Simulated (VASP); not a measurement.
# KF (Fm-3m) in VASP: G0W0 quasiparticle levels with PBE

Aim: the G0W0 quasiparticle levels of KF with PBE.

All numbers are computed with VASP 6.6.1; they aren't measurements. Logs are shortened: lines on timing, memory, paths and dates and some standing lists are left out, and cuts for length are marked.

### Step 1. The cell of the first run

The structure is cubic, space group Fm-3m (No. 225). Conventional cell: a = 5.318 Å, b = 5.318 Å, c = 5.318 Å, α = 90.00°, β = 90.00°, γ = 90.00°. Within 3.5 Å of K (site symmetry m-3m) lie 6 F at 2.66 Å. Within 3.5 Å of F (site symmetry m-3m) lie 6 K at 2.66 Å.

### Step 2. G0W0 quasiparticle levels, PBE

The input, POSCAR:

```
KF
1.0
    0.0000000000      2.6589566750      2.6589566750
    2.6589566750      0.0000000000      2.6589566750
    2.6589566750      2.6589566750      0.0000000000
K F
1 1
Direct
    0.0000000000      0.0000000000      0.0000000000
    0.5000000000      0.5000000000      0.5000000000
```

The input, INCAR.step1:

```
SYSTEM = KF
PREC     = Accurate       ! precision mode
ENCUT    = 500            ! plane-wave cutoff, eV
EDIFF    = 1E-8           ! SCF threshold, eV
ISMEAR   = 0              ! smearing method
SIGMA    = 0.01           ! smearing width, eV
LREAL    = .False.        ! projectors in reciprocal space
LASPH    = .True.         ! aspherical terms in the spheres
NELM     = 100            ! most SCF steps
ALGO     = Normal         ! electronic algorithm
LWAVE    = .True.         ! write WAVECAR
LCHARG   = .False.        ! write CHGCAR
GGA      = PE             ! functional
```

The input, INCAR.step2:

```
SYSTEM = KF
PREC     = Accurate       ! precision mode
ENCUT    = 500            ! plane-wave cutoff, eV
EDIFF    = 1E-8           ! SCF threshold, eV
ISMEAR   = 0              ! smearing method
SIGMA    = 0.01           ! smearing width, eV
LREAL    = .False.        ! projectors in reciprocal space
LASPH    = .True.         ! aspherical terms in the spheres
NELM     = 1              ! most SCF steps
ALGO     = Exact          ! electronic algorithm
LWAVE    = .True.         ! write WAVECAR
LCHARG   = .False.        ! write CHGCAR
GGA      = PE             ! functional
NBANDS   = 69             ! bands
LOPTICS  = .True.         ! frequency-dependent dielectric function
ISTART   = 1
```

The input, INCAR.step3:

```
SYSTEM = KF
PREC     = Accurate       ! precision mode
ENCUT    = 500            ! plane-wave cutoff, eV
EDIFF    = 1E-8           ! SCF threshold, eV
ISMEAR   = 0              ! smearing method
SIGMA    = 0.01           ! smearing width, eV
LREAL    = .False.        ! projectors in reciprocal space
LASPH    = .True.         ! aspherical terms in the spheres
ALGO     = EVGW0          ! electronic algorithm
LWAVE    = .False.        ! write WAVECAR
LCHARG   = .False.        ! write CHGCAR
GGA      = PE             ! functional
NELMGW   = 1            
NBANDS   = 69             ! bands
ENCUTGW  = 80.0           ! cutoff of the response function
NOMEGA   = 96             ! frequency points
PRECFOCK = Fast         
ISTART   = 1            
NBANDSGW = 16           
OMEGAMAX = 20
```

The input, KPOINTS:

```
regular mesh
0
Gamma
  6 6 6
  0 0 0
```

Potentials or basis: VASP PAW PBE potentials, release 64 (K_sv_GW, F_GW).

Launch:

```sh
$ cat potpaw_PBE.64/K_sv_GW/POTCAR potpaw_PBE.64/F_GW/POTCAR > POTCAR
$ cp INCAR.step1 INCAR
$ mpirun -np 1 vasp_std > vasp.out
$ cp INCAR.step2 INCAR
$ mpirun -np 1 vasp_std > vasp.out
$ cp INCAR.step3 INCAR
$ mpirun -np 1 vasp_std > vasp.out
```

OUTCAR:

```text
SYSTEM = KF
   PREC = Accurate
   ENCUT = 500
   EDIFF = 1E-8
   ISMEAR = 0
   LREAL = .False.
   LASPH = .True.
   GGA = PE
   NELMGW = 1
   ENCUTGW = 80.0
   PRECFOCK = Fast
   ISTART = 1

 ion  position               nearest neighbor table
   1  0.000  0.000  0.000-   2 2.66   2 2.66   2 2.66   2 2.66   2 2.66   2 2.66
   2  0.500  0.500  0.500-   1 2.66   1 2.66   1 2.66   1 2.66   1 2.66   1 2.66

  LATTYP: Found a face centered cubic cell.
 ALAT       =     5.3179133500

  Lattice vectors:

 A1 = (   0.0000000000,   2.6589566750,   2.6589566750)
 A2 = (   2.6589566750,   0.0000000000,   2.6589566750)
 A3 = (   2.6589566750,   2.6589566750,   0.0000000000)

Analysis of symmetry for initial positions (statically):
=====================================================================
 Subroutine PRICEL returns:
 Original cell was already a primitive cell.

 Routine SETGRP: Setting up the symmetry group for a
 face centered cubic supercell.

 Subroutine GETGRP returns: Found 48 space group operations
 (whereof 48 operations were pure point group operations)
 out of a pool of 48 trial point group operations.

The static configuration has the point symmetry O_h .

Analysis of symmetry for dynamics (positions and initial velocities):
=====================================================================
 Subroutine PRICEL returns:
 Original cell was already a primitive cell.

 Routine SETGRP: Setting up the symmetry group for a
 face centered cubic supercell.

 Subroutine GETGRP returns: Found 48 space group operations
 (whereof 48 operations were pure point group operations)
 out of a pool of 48 trial point group operations.

The dynamic configuration has the point symmetry O_h .

 Subroutine INISYM returns: Found 48 space group operations
 (whereof 48 operations are pure point group operations),
 and found     1 'primitive' translations

----------------------------------------------------------------------------------------

                                     Primitive cell
[... 49 lines left out ...]
  0.166667  0.000000  0.000000      8.000000
  0.333333  0.000000  0.000000      8.000000
  0.500000  0.000000  0.000000      4.000000
  0.166667  0.166667  0.000000      6.000000
  0.333333  0.166667  0.000000     24.000000
[... 8 lines left out ...]
 -0.333333  0.333333  0.166667     24.000000
 -0.333333  0.500000  0.166667     12.000000
   k-points           NKPTS =     16   k-points in BZ     NKDIM =    216   number of bands    NBANDS=     69
   number of dos      NEDOS =    301   number of ions     NIONS =      2
   total plane-waves  NPLWV =  21952
   dimension x,y,z NGX =    28 NGY =   28 NGZ =   28
   dimension x,y,z NGXF=    56 NGYF=   56 NGZF=   56
   ions per type =               1   1
   NGX,Y,Z   is equivalent  to a cutoff of  12.38, 12.38, 12.38 a.u.
   NGXF,Y,Z  is equivalent  to a cutoff of  24.76, 24.76, 24.76 a.u.
 SYSTEM =  KF
   PREC   = accura    normal or accurate (medium, high low for compatibility)
   ISTART =      1    job   : 0-new  1-cont  2-samecut
   ICHARG =      0    charge: 1-file 2-atom 10-const
   ISPIN  =      1    spin polarized calculation?
   LNONCOLLINEAR =      F non collinear calculations
   LSORBIT =      F    spin-orbit coupling
   LASPH  =      T    aspherical Exc in radial PAW
   ENCUT  =  500.0 eV  36.75 Ry    6.06 a.u.   6.86  6.86  6.86*2*pi/ulx,y,z
   NELM   =     60;   NELMIN=  2; NELMDL=  0     # of ELM steps
   EDIFF  = 0.1E-07   stopping-criterion for ELM
   LREAL  =      F    real-space projection
   EDIFFG = 0.1E-06   stopping-criterion for IOM
   NSW    =      0    number of steps for IOM
   IBRION =     -1    ionic relax: 0-MD 1-quasi-New 2-CG
   NFREE  =      0    steps in history (QN), initial steepest desc. (CG)
   ISIF   =      0    stress and relaxation
   ISYM   =      3    0-nonsym 1-usesym 2-fastsym
   POTIM  = 0.5000    time-step for ionic-motion
   TEBEG  =    0.0;   TEEND  =   0.0 temperature during run
   PSTRESS=    0.0 pullay stress
   NELECT =      16.0000    total number of electrons
   NUPDOWN=      -1.0000    fix difference up-down
   EMIN   =  10.00;   EMAX   =-10.00  energy-range for DOS
   EFERMI =   0.00;   METHOD = LEGACY
   ISMEAR =     0;   SIGMA  =   0.01  broadening in eV -4-tet -1-fermi 0-gaus
   EFERMI_NEDOS =   21; number of points for ismear=-14 and -15
   IALGO  =     38    algorithm
   IMIX   =      4    mixing-type and parameters
     AMIX     =   0.40;   BMIX     =  1.00
     AMIX_MAG =   1.60;   BMIX_MAG =  1.00
  volume/ion in A,a.u.               =      18.80       126.86
  Fermi-wavevector in a.u.,A,eV,Ry     =   1.231384  2.326979 20.630609  1.516307
  Thomas-Fermi vector in A             =   2.366196
   LORBIT       =      0    0 simple, 1 ext, 2 COOP (PROOUT), +10 PAW based schemes
   GGA     = PE    functional components
   LHFCALC =     T    Hartree Fock is set to
   PRECFOCK=fast      Normal, Fast or Accurate (Low or Medium for compatibility)
   ENCUT4O =  -1.0   cutoff for four orbital integrals eV
   NKREDX  =     1    reduce k-point grid by
   NKREDY  =     1    reduce k-point grid by
   NKREDZ  =     1    reduce k-point grid by
   AEXX    =    1.0000 exact exchange contribution
   HFSCREEN=    0.0000 screening length (either q_TF or 0.3 A-1)
   HFSCREENC=   0.0000 screening length for correlation (either q_TF or 0.3 A-1)
   ENCUTFOCK=  -1.0 apply spherical cutoff to Coloumb kernel
   IVDW    =     0    specifies the selected vdW correction
   LEPSILON=     F    determine dielectric tensor
   LRPA    =     F    only Hartree local field effects (RPA)
   LRPAFORCE           =     F    calculate RPA forces
   ENCUTGW             =  80.0    cutoff for response function in eV
   ENCUTGWSOFT         =  64.0    soft cutoff for Coulomb kernel in GW response function in eV
   ENCUTLF             =  -1.0    cutoff for local field effects
   NELMGW              =     1    number of iterations in solving QP/BSE equation
   NELMHF              =     1    number of iterations in the inner HF iteration
   NKREDLFX            =     1    NKREDLFY  =   1   NKREDLFZ  =   1
 non-spin polarized calculation
 Gauss-broadening in eV      SIGMA  =   0.01
  energy-cutoff  :      500.00
  volume of cell :       37.60
 maximum number of plane-waves:       982
  NGX = 16; NGY = 16; NGZ = 16
   NGX = 13   NGY = 13   NGZ = 13
 maximum number of plane-waves:        70
 NGX is ok and might be reduce to    14

 QP shifts <psi_nk| G(iteration)W_0 |psi_nk>: iteration 1
 for sc-GW calculations column KS-energies equals QP-energies in previous step
 and V_xc(KS)=  KS-energies - (<T + V_ion + V_H > + <T+V_H+V_ion>^1  + <V_x>^1)

 k-point   1 :       0.0000    0.0000    0.0000
  band No.  KS-energies  QP-energies   sigma(KS)   V_xc(KS)     V^pw_x(r,r')   Z            occupation Imag(sigma)

      1     -26.4459     -28.8104     -22.0850     -18.4220     -30.7049       0.6455       2.0000       0.3984
      2     -19.0224     -23.2142     -28.7882     -23.0028     -37.0208       0.7245       2.0000       0.5942
      3      -9.6851     -12.9809     -21.9737     -18.0588     -24.9188       0.8419       2.0000       0.0568
      4      -9.6851     -12.9809     -21.9737     -18.0588     -24.9188       0.8419       2.0000       0.0568
      5      -9.6851     -12.9809     -21.9737     -18.0588     -24.9188       0.8419       2.0000       0.0568
      6      -0.3679      -2.7502     -24.7826     -21.7651     -29.5277       0.7895       2.0000       0.0553
[... 295 lines left out ...]
      2     -19.0637     -23.3606     -28.7795     -22.9772     -37.0264       0.7406       2.0000       0.6128
      3     -10.1794     -13.5343     -21.3370     -17.3239     -24.3619       0.8360       2.0000       0.0923
      4      -9.9981     -13.3201     -21.5821     -17.6045     -24.5795       0.8352       2.0000       0.0773
      5      -9.8077     -13.1238     -21.8536     -17.9065     -24.7904       0.8402       2.0000       0.0560
      6      -0.6924      -3.1361     -24.1084     -20.9999     -28.7727       0.7861       2.0000       0.0580
[... 8 lines left out ...]
     15      14.9273      18.0184      -9.1840     -12.8662      -5.8203       0.8395       0.0000      -0.0724
     16      16.5053      18.7974      -8.4657     -11.1898      -4.9699       0.8414       0.0000      -0.1192
```

OUTCAR.step1:

```text
SYSTEM = KF
   PREC = Accurate
   ENCUT = 500
   EDIFF = 1E-8
   ISMEAR = 0
   LREAL = .False.
   LASPH = .True.
[... 449 lines left out ...]
      0.00000      0.00000      0.00000         0.000000      0.000000      0.000000
      2.65896      2.65896      2.65896        -0.000000     -0.000000     -0.000000
 -----------------------------------------------------------------------------------
    total drift:                                0.000000      0.000000      0.000000

  FREE ENERGIE OF THE ION-ELECTRON SYSTEM (eV)
  ---------------------------------------------------
  free  energy   TOTEN  =       -10.7693694178 eV

  energy  without entropy=      -10.7693694178  energy(sigma->0) =      -10.76936942
```

OUTCAR.step2:

```text
SYSTEM = KF
   PREC = Accurate
   ENCUT = 500
   EDIFF = 1E-8
[... 913 lines left out ...]
  --------------------------------------------------------------------------------------------------------------
     0.00000     2.10576     2.10576     2.10576    -0.00000    -0.00000    -0.00000
     1.25707     2.11587     2.11587     2.11587    -0.00000    -0.00000    -0.00000
     2.51414     2.14868     2.14868     2.14868    -0.00000    -0.00000    -0.00000
     3.77120     2.21242     2.21242     2.21242    -0.00000    -0.00000    -0.00000
     5.02827     2.33271     2.33271     2.33271    -0.00000    -0.00000    -0.00000
     6.28534     2.57505     2.57505     2.57505    -0.00000    -0.00000    -0.00000
[... 92 lines left out ...]
   123.19270     0.96737     0.96737     0.96737    -0.00000     0.00000     0.00000
   124.44976     0.96811     0.96811     0.96811    -0.00000     0.00000     0.00000
```

Wall time 5 min (1 thread of AMD EPYC 9R45 (Zen 5), shared host); peak memory 0.45 GiB.

What came out:

```
Quasiparticle gap                                   : 9.67 eV
Least direct quasiparticle gap                      : 9.67 eV
Band gap of the starting levels on the mesh         : 6.26 eV
Least direct gap of the starting levels on the mesh : 6.26 eV
```

Caveat: bands, screening cutoff and mesh are small and nothing is extrapolated, so the quasiparticle values aren't converged.
